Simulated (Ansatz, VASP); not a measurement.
## CaF2: VASP beside Ansatz

```
Ca F
1.0
     0.00000    2.64042    2.64042
     2.64042    0.00000    2.64042
     2.64042    2.64042    0.00000
Ca F
1 2
Direct
  0.50000 0.50000 0.50000
  0.25000 0.25000 0.25000
  0.75000 0.75000 0.75000
```

Alike in both runs: task single point; functional PBE; k mesh 8 × 8 × 8; occupations gaussian, width 0.02 eV; no spin polarisation.

|  | VASP | Ansatz |
| --- | --- | --- |
| version | VASP 6.6.1 | Ansatz 0.2.0 |
| potentials or method | VASP PAW PBE potentials, release 64 (Ca_sv, F), cutoff 600 eV | scalar-relativistic, plane waves, PAW |
| valence electrons in the cell | 24 | 24 |

|  | VASP | Ansatz | Ansatz less VASP |
| --- | --- | --- | --- |
| gap on the k mesh at the Fermi level (eV) | 7.90 | 7.93 | +0.026 |
| least direct gap on the mesh (eV) | 8.17 | 8.20 | +0.025 |
| pressure (GPa) | 13.7 | 13.2 | -0.46 |
